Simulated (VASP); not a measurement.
Runs of VASP 6.6.1 on Pt. The structure is that of space group Fm-3m (No. 225), or close to it. The cells are those of the table. 

```csv
level,cell,k mesh,cutoff (eV),grid for exact exchange (PRECFOCK),screening parameter,gap on the mesh (eV),pressure (GPa)
HSE06,"a = 2.730 Å, angles 60.0°, 1 atom",6 × 6 × 6,520,Normal,0.2079 1/Å,none,(a)
HSE06,"a = 2.760 Å, angles 60.0°, 1 atom",6 × 6 × 6,520,Normal,0.2079 1/Å,none,2.6
PBE,"a = 2.807 Å, angles 60.0°, 1 atom",12 × 12 × 12,500,-,-,none,0.0
HSE06,"a = 2.788 Å, angles 60.0°, 1 atom",6 × 6 × 6,520,Normal,0.2079 1/Å,none,-5.6
```

Alike in all rows: task single point; potentials or basis VASP PAW PBE potentials, release 64 (Pt); no spin polarisation; smearing fermi-dirac 0.1 eV.

Q: Fill in the values left out.

A: (a) 13.1.

Caveats: some runs use coarse meshes; spin-orbit coupling is left out, which moves the levels of the heavy elements; the PAW data sets were made with another functional, which shifts forces and pressure a little (some runs).

A k mesh can miss the band edges, and the runs leave out spin-orbit coupling on Pt.

A gap of «none» marks levels without a gap at the run's occupations.
